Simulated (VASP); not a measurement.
The system is K3Zr2S.

```
CELL_PARAMETERS angstrom
4.15396 0.00000 0.00000
-2.07698 3.59743 0.00000
0.00000 0.00000 10.16792
ATOMIC_POSITIONS crystal
K 0.33333 0.66667 0.16590
K 0.66667 0.33333 0.83410
K 0.00000 0.00000 0.50000
Zr 0.33333 0.66667 0.65599
Zr 0.66667 0.33333 0.34401
S 0.00000 0.00000 0.00000
```

The cell was generated, and may not be a known phase.

```yaml
Program: VASP 6.6.1
Task: relaxation of cell and atoms
Functional: PBE
Potentials_or_basis: VASP PAW PBE potentials, release 64 (K_sv, Zr_sv, S)
Cutoff: 600 eV
k_mesh: 6 × 6 × 2
Occupations: gaussian, width 0.1 eV
Spin: no spin polarisation
```

At the start: pressure 7.5 GPa; volume 25.32 Å³/atom.

**Question.** How do energy, volume and symmetry change on relaxing?

**Answer.** Over 32 steps the energy falls by 784.1 meV/atom and the volume is 34.60 Å³/atom (+36.6 %); space group P-3m1 (No. 164, to 0.1 Å) before and after.

The path:
```
step  energy change (eV)  largest force (eV/Å)  pressure (GPa)  volume (Å³)
   1              0.0000                1.7382            7.49       151.95
   2             -1.1589                1.4558            2.38       179.48
   3             -1.6101                0.9245           -1.88       240.70
   4             -1.6622                1.0184           -1.30       224.55
   5             -1.6618                1.0534           -1.08       219.86
   6             -1.9609                1.0244           -0.90       217.52
   7             -2.6352                1.3575            0.48       210.57
   8             -2.5561                1.5270            6.43       197.11
   9             -2.8862                1.3291            2.27       205.04
  10             -3.0718                1.3412            2.25       207.33
  11             -3.5644                0.9641            2.19       214.12
  12             -3.9693                0.7838            2.20       227.34
  13             -3.9857                0.7504            2.11       230.12
  14             -4.2053                0.5905            0.48       242.69
  15             -4.2533                0.4621           -0.80       256.05
  16             -4.2564                0.4847           -0.57       253.37
  17             -4.3019                0.4723           -0.56       250.72
  18             -4.4250                0.4227           -0.52       242.73
  19             -4.5920                0.2489           -0.26       226.53
  20             -4.3020                0.7168            1.26       193.19
  21             -4.6102                0.2534           -0.13       220.99
  22             -4.5967                0.2665            0.40       207.05
  23             -4.6255                0.2582            0.03       215.72
  24             -4.6261                0.2588            0.08       214.35
  25             -4.6446                0.2438           -0.15       214.46
  26             -4.6518                0.2047           -0.40       214.56
  27             -4.6616                0.1996           -0.32       213.13
  28             -4.6822                0.1446           -0.10       208.87
  29             -4.6713                0.2023            0.35       200.52
  30             -4.6864                0.1450            0.05       206.00
  31             -4.6942                0.1092            0.06       206.41
  32             -4.7049                0.0084            0.09       207.60
```

Final structure:
```yaml
crystal:
  lattice:
    - [5.30487, 0.00000, 0.00000]
    - [-2.65244, 4.59416, 0.00000]
    - [0.00000, 0.00000, 8.51803]
  atoms:
    - { symbol: K, position: [0.33333, 0.66667, 0.11350] }
    - { symbol: K, position: [0.66667, 0.33333, 0.88650] }
    - { symbol: K, position: [0.00000, 0.00000, 0.50000] }
    - { symbol: Zr, position: [0.33333, 0.66667, 0.56940] }
    - { symbol: Zr, position: [0.66667, 0.33333, 0.43060] }
    - { symbol: S, position: [0.00000, 0.00000, 0.00000] }
```

Caveat: the volume moved by over 15 % at a fixed basis, so the end points are rough.
